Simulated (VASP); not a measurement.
Wanted: the native input for a VASP 6.6.1 run.

- Task: electric field gradients
- Functional: PBE
- Potentials or basis: VASP PAW PBE potentials, release 64 (Al, N)
- Cutoff: 520 eV
- k mesh: 11 × 11 × 6
- Occupations: fermi-dirac, width 0.02 eV
- Spin: no spin polarisation
- Dipole correction: no
- Further INCAR settings: ALGO = Normal; EDIFF = 1e-08; NBANDS = 16

The structure of AlN lies in POSCAR:

```
AlN
1.0
    3.1110021516      0.0000000000      0.0000000000
   -1.5555010758      2.6942068945      0.0000000000
    0.0000000000      0.0000000000      4.8784400000
Al N
2 2
Direct
    0.3333333333      0.6666666667      0.0000000000
    0.6666666667      0.3333333333      0.5000000000
    0.3333333333      0.6666666667      0.3850000000
    0.6666666667      0.3333333333      0.8850000000
```

This cell differs from its parent crystal: zz strain of -2 %.

One way to write it, as run:

INCAR

```
PREC = Accurate
ENCUT = 520
EDIFF = 1E-8
ISMEAR = -1
SIGMA = 0.02
LREAL = F
LASPH = T
NELM = 100
ALGO = Normal
ISIF = 2
LWAVE = F
LCHARG = F
GGA = PE
LEFG = T
NBANDS = 16
```

KPOINTS

```
regular mesh
0
Gamma
  11 11 6
```

Potentials or basis: VASP PAW PBE potentials, release 64 (Al, N).

Launch:

```bash
$ cat potpaw_PBE.64/Al/POTCAR potpaw_PBE.64/N/POTCAR > POTCAR
$ mpirun -np 1 vasp_std > vasp.out
```

Results of the run:

The pressure is 7.9 GPa, the largest force is 0.092 eV/Å and the band gap on the k mesh is 4.29 eV, direct.

Caveat: the cell differs from its parent crystal (zz strain of -2 %); without QUAD_EFG the Cq values of the log hold for a quadrupole moment of 1 mb, not for the nuclei.

Wall time 18 s on 1 thread of Intel(R) Xeon(R) Platinum 8488C (Sapphire Rapids), on a shared host, peak memory 0.16 GiB.
